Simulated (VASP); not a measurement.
# PbS (Galena) (Fm-3m) in VASP: a series of runs

The runs below take PbS (Galena) through single point, with PBE, r2SCAN.

Program: VASP 6.6.1. These are calculated values, not measurements. Logs are shortened: lines on timing, memory, paths and dates and some standing lists are left out, and cuts for length are marked.

## 1. The cell of the first run

It takes space group Fm-3m (No. 225, cubic). The conventional cell has a = 5.941 Å, b = 5.941 Å, c = 5.941 Å, α = 90.00°, β = 90.00°, γ = 90.00°. Pb (site symmetry m-3m) has 6 S at 2.97 Å within 3.9 Å. Within 3.9 Å of S (site symmetry m-3m) lie 6 Pb at 2.97 Å.

## 2. Single point, PBE

INCAR reads:

```
  ALGO = Normal
  EDIFF = 1E-6
  ENCUT = 520
  GGA = PE
  ISIF = 2
  ISMEAR = 0
  LASPH = True
  LCHARG = False
  LREAL = False
  LWAVE = False
  NBANDS = 17
  NELM = 80
  PREC = Accurate
  SIGMA = 0.01
```

KPOINTS reads:

```
k-points
0
Gamma
  6 6 6
```

POSCAR reads:

```
PbS
1.0
    0.0000000000      2.9705683257      2.9705683257
    2.9705683257      0.0000000000      2.9705683257
    2.9705683257      2.9705683257      0.0000000000
Pb S
1 1
Direct
    0.0000000000      0.0000000000      0.0000000000
    0.5000000000      0.5000000000      0.5000000000
```

Potentials or basis: VASP PAW PBE potentials, release 64 (Pb_d, S).

Run with:

```console
$ cat potpaw_PBE.64/Pb_d/POTCAR potpaw_PBE.64/S/POTCAR > POTCAR
$ mpirun -np 1 vasp_std > vasp.out
```

OUTCAR:

```text
EDIFF = 1E-6
   ENCUT = 520
   GGA = PE
   ISIF = 2
   ISMEAR = 0
   LASPH = True
   LREAL = False
   NELM = 80
   PREC = Accurate

 ion  position               nearest neighbor table
   1  0.000  0.000  0.000-   2 2.97   2 2.97   2 2.97   2 2.97   2 2.97   2 2.97
   2  0.500  0.500  0.500-   1 2.97   1 2.97   1 2.97   1 2.97   1 2.97   1 2.97

  LATTYP: Found a face centered cubic cell.
 ALAT       =     5.9411366514

  Lattice vectors:

 A1 = (   0.0000000000,   2.9705683257,   2.9705683257)
 A2 = (   2.9705683257,   0.0000000000,   2.9705683257)
 A3 = (   2.9705683257,   2.9705683257,   0.0000000000)

Analysis of symmetry for initial positions (statically):
=====================================================================
 Subroutine PRICEL returns:
 Original cell was already a primitive cell.

 Routine SETGRP: Setting up the symmetry group for a
 face centered cubic supercell.

 Subroutine GETGRP returns: Found 48 space group operations
 (whereof 48 operations were pure point group operations)
 out of a pool of 48 trial point group operations.

The static configuration has the point symmetry O_h .

Analysis of symmetry for dynamics (positions and initial velocities):
=====================================================================
 Subroutine PRICEL returns:
 Original cell was already a primitive cell.

 Routine SETGRP: Setting up the symmetry group for a
 face centered cubic supercell.

 Subroutine GETGRP returns: Found 48 space group operations
 (whereof 48 operations were pure point group operations)
 out of a pool of 48 trial point group operations.

The dynamic configuration has the point symmetry O_h .

 Subroutine INISYM returns: Found 48 space group operations
 (whereof 48 operations are pure point group operations),
 and found     1 'primitive' translations

----------------------------------------------------------------------------------------

                                     Primitive cell

  volume of cell :      52.4262

  direct lattice vectors                    reciprocal lattice vectors
     0.000000000  2.970568326  2.970568326    -0.168317960  0.168317960  0.168317960
     2.970568326  0.000000000  2.970568326     0.168317960 -0.168317960  0.168317960
     2.970568326  2.970568326  0.000000000     0.168317960  0.168317960 -0.168317960

  length of vectors
     4.201018014  4.201018014  4.201018014     0.291535258  0.291535258  0.291535258

  position of ions in fractional coordinates (direct lattice)
     0.000000000  0.000000000  0.000000000
     0.500000000  0.500000000  0.500000000

  ion indices of the primitive-cell ions
   primitive index   ion index
                 1           1
                 2           2

----------------------------------------------------------------------------------------

 KPOINTS: k-points

Automatic generation of k-mesh.
 Grid dimensions read from file:
 generate k-points for:    6    6    6

 Generating k-lattice:

  Cartesian coordinates                     Fractional coordinates (reciprocal lattice)
    -0.028052993  0.028052993  0.028052993     0.166666667  0.000000000  0.000000000
     0.028052993 -0.028052993  0.028052993     0.000000000  0.166666667  0.000000000
     0.028052993  0.028052993 -0.028052993     0.000000000  0.000000000  0.166666667

  Length of vectors
     0.048589210  0.048589210  0.048589210

  Shift w.r.t. Gamma in fractional coordinates (k-lattice)
     0.000000000  0.000000000  0.000000000

 Subroutine IBZKPT returns following result:
 ===========================================

 Found     16 irreducible k-points:

 Following reciprocal coordinates:
            Coordinates               Weight
  0.000000  0.000000  0.000000      1.000000
  0.166667  0.000000  0.000000      8.000000
  0.333333  0.000000  0.000000      8.000000
  0.500000  0.000000  0.000000      4.000000
  0.166667  0.166667  0.000000      6.000000
  0.333333  0.166667  0.000000     24.000000
[... 8 lines left out ...]
 -0.333333  0.333333  0.166667     24.000000
 -0.333333  0.500000  0.166667     12.000000
   k-points           NKPTS =     16   k-points in BZ     NKDIM =     16   number of bands    NBANDS=     17
   number of dos      NEDOS =    301   number of ions     NIONS =      2
   total plane-waves  NPLWV =  32768
   dimension x,y,z NGX =    32 NGY =   32 NGZ =   32
   dimension x,y,z NGXF=    64 NGYF=   64 NGZF=   64
   ions per type =               1   1
   NGX,Y,Z   is equivalent  to a cutoff of  12.66, 12.66, 12.66 a.u.
   NGXF,Y,Z  is equivalent  to a cutoff of  25.33, 25.33, 25.33 a.u.
 SYSTEM =  unknown system
   PREC   = accura    normal or accurate (medium, high low for compatibility)
   ISTART =      0    job   : 0-new  1-cont  2-samecut
   ICHARG =      2    charge: 1-file 2-atom 10-const
   ISPIN  =      1    spin polarized calculation?
   LNONCOLLINEAR =      F non collinear calculations
   LSORBIT =      F    spin-orbit coupling
   LASPH  =      T    aspherical Exc in radial PAW
   ENCUT  =  520.0 eV  38.22 Ry    6.18 a.u.   7.81  7.81  7.81*2*pi/ulx,y,z
   NELM   =     80;   NELMIN=  2; NELMDL= -5     # of ELM steps
   EDIFF  = 0.1E-05   stopping-criterion for ELM
   LREAL  =      F    real-space projection
   EDIFFG = 0.1E-04   stopping-criterion for IOM
   NSW    =      0    number of steps for IOM
   IBRION =     -1    ionic relax: 0-MD 1-quasi-New 2-CG
   NFREE  =      0    steps in history (QN), initial steepest desc. (CG)
   ISIF   =      2    stress and relaxation
   ISYM   =      2    0-nonsym 1-usesym 2-fastsym
   POTIM  = 0.5000    time-step for ionic-motion
   TEBEG  =    0.0;   TEEND  =   0.0 temperature during run
   PSTRESS=    0.0 pullay stress
   NELECT =      20.0000    total number of electrons
   NUPDOWN=      -1.0000    fix difference up-down
   EMIN   =  10.00;   EMAX   =-10.00  energy-range for DOS
   EFERMI =   0.00;   METHOD = LEGACY
   ISMEAR =     0;   SIGMA  =   0.01  broadening in eV -4-tet -1-fermi 0-gaus
   EFERMI_NEDOS =   21; number of points for ismear=-14 and -15
   IALGO  =     38    algorithm
   IMIX   =      4    mixing-type and parameters
     AMIX     =   0.40;   BMIX     =  1.00
     AMIX_MAG =   1.60;   BMIX_MAG =  1.00
  volume/ion in A,a.u.               =      26.21       176.89
  Fermi-wavevector in a.u.,A,eV,Ry     =   1.187322  2.243714 19.180598  1.409734
  Thomas-Fermi vector in A             =   2.323476
   LORBIT       =      0    0 simple, 1 ext, 2 COOP (PROOUT), +10 PAW based schemes
   GGA     = PE    functional components
   LHFCALC =     F    Hartree Fock is set to
   AEXX    =    0.0000 exact exchange contribution
   IVDW    =     0    specifies the selected vdW correction
   LEPSILON=     F    determine dielectric tensor
   LRPA    =     F    only Hartree local field effects (RPA)
 non-spin polarized calculation
 Gauss-broadening in eV      SIGMA  =   0.01
  energy-cutoff  :      520.00
  volume of cell :       52.43
 maximum number of plane-waves:      1428
   NGX = 15   NGY = 15   NGZ = 15

 number of electron      19.9999999 magnetization

 Free energy of the ion-electron system (eV)
  ---------------------------------------------------
  ext. energy  EPLUGINS =         0.00000000
  ---------------------------------------------------
  free energy    TOTEN  =        -8.76083670 eV

  energy without entropy =       -8.76083670  energy(sigma->0) =       -8.76083670

 E-fermi :   5.8196     XC(G=0):  -9.6603

 val. band max:        5.7514594681   @ k =   0.5000   0.0000   0.0000
 cond. band min:       6.1345875670   @ k =   0.5000   0.0000   0.0000
 fundamental gap:      0.3831280990
 Fermi energy:         5.8196481534

 k-point     1 :       0.0000    0.0000    0.0000
  band No.  band energies     occupation
      1     -11.0570      2.00000
      2     -11.0570      2.00000
      3     -11.0570      2.00000
      4     -11.0405      2.00000
      5     -11.0405      2.00000
      6      -7.7973      2.00000
[... 9 lines left out ...]
     16      12.5006      0.00000
     17      14.4291      0.00000

 k-point     2 :       0.1667    0.0000    0.0000
  band No.  band energies     occupation
      1     -11.0558      2.00000
      2     -11.0545      2.00000
      3     -11.0545      2.00000
      4     -11.0394      2.00000
      5     -11.0394      2.00000
      6      -7.5657      2.00000
[... 9 lines left out ...]
     16      13.1039      0.00000
     17      16.2708      0.00000

 k-point     3 :       0.3333    0.0000    0.0000
  band No.  band energies     occupation
      1     -11.0667      2.00000
      2     -11.0667      2.00000
      3     -11.0543      2.00000
      4     -11.0197      2.00000
      5     -11.0197      2.00000
      6      -6.9793      2.00000
[... 9 lines left out ...]
     16      14.5049      0.00000
     17      17.9886      0.00000

 k-point     4 :       0.5000    0.0000    0.0000
  band No.  band energies     occupation
      1     -11.0738      2.00000
      2     -11.0738      2.00000
      3     -11.0538      2.00000
      4     -11.0088      2.00000
      5     -11.0088      2.00000
      6      -6.5687      2.00000
[... 9 lines left out ...]
     16      15.8878      0.00000
     17      16.2946      0.00000
[... 183 lines left out ...]
      1     -11.1174      2.00000
      2     -11.0579      2.00000
      3     -11.0457      2.00000
      4     -11.0167      2.00000
      5     -11.0134      2.00000
      6      -6.5205      2.00000
[... 9 lines left out ...]
     16      16.3813      0.00000
     17      16.7052      0.00000

 k-point    15 :      -0.3333    0.3333    0.1667
  band No.  band energies     occupation
      1     -11.1279      2.00000
      2     -11.0510      2.00000
      3     -11.0365      2.00000
      4     -11.0351      2.00000
      5     -11.0042      2.00000
      6      -6.2290      2.00000
[... 9 lines left out ...]
     16      17.1564      0.00000
     17      17.5329      0.00000

 k-point    16 :      -0.3333    0.5000    0.1667
  band No.  band energies     occupation
      1     -11.1605      2.00000
      2     -11.0617      2.00000
      3     -11.0315      2.00000
      4     -11.0193      2.00000
      5     -10.9972      2.00000
      6      -6.1165      2.00000
[... 9 lines left out ...]
     16      17.5865      0.00000
     17      18.0152      0.00000

------------------------ aborting loop because EDIFF is reached ----------------------------------------

  FORCE on cell =-STRESS in cart. coord.  units (eV):
  Direction    XX          YY          ZZ          XY          YZ          ZX
  --------------------------------------------------------------------------------------
  -------------------------------------------------------------------------------------
  Total        0.5961912      0.5961912      0.5961912      0.0000000      0.0000000     -0.0000000
  in kB       18.2199630     18.2199630     18.2199630      0.0000000      0.0000000     -0.0000000
  external PRESSURE =      18.2199630 kB  Pullay stress =       0.0000000 kB

 VOLUME and BASIS-vectors are now :
 -----------------------------------------------------------------------------
  energy-cutoff  :      520.00
  volume of cell :       52.43
      direct lattice vectors                 reciprocal lattice vectors
     0.000000000  2.970568326  2.970568326    -0.168317960  0.168317960  0.168317960
     2.970568326  0.000000000  2.970568326     0.168317960 -0.168317960  0.168317960
     2.970568326  2.970568326  0.000000000     0.168317960  0.168317960 -0.168317960

 POSITION                                       TOTAL-FORCE (eV/Angst)
 -----------------------------------------------------------------------------------
      0.00000      0.00000      0.00000         0.000000      0.000000     -0.000000
      2.97057      2.97057      2.97057         0.000000      0.000000      0.000000
 -----------------------------------------------------------------------------------
    total drift:                                0.000000     -0.000000     -0.000000

  FREE ENERGIE OF THE ION-ELECTRON SYSTEM (eV)
  ---------------------------------------------------
  free  energy   TOTEN  =        -8.7608366995 eV

  energy  without entropy=       -8.7608366995  energy(sigma->0) =       -8.76083670
```

Run time: 13 s. Hardware: 1 thread of AMD EPYC 7R13, shared host; peak memory 0.17 GiB.

What came out:

```
Free energy            : -8.7608 eV
Pressure               : 1.8 GPa
Band gap on the k mesh : 0.38 eV, direct
```

Levels at points of the mesh, in eV from the valence-band top:
| k point | band 7 | band 8 | band 9 | band 10 | band 11 | band 12 | band 13 | band 14 |
| --- | --- | --- | --- | --- | --- | --- | --- | --- |
| (0.00, 0.00, 0.00) | -6.04 | -2.14 | -2.14 | -2.14 | 5.21 | 5.21 | 5.21 | 6.75 |
| (0.50, 0.00, 0.00) | -8.81 | -1.76 | -1.76 | 0.00 | 0.38 | 1.98 | 1.98 | 8.66 |
| (0.50, 0.50, 0.00) | -7.19 | -5.15 | -3.41 | -3.41 | 3.89 | 5.56 | 5.67 | 5.67 |

Caveat: spin-orbit coupling is left out, which moves the levels of the heavy elements.

[end of part 1 of 2]
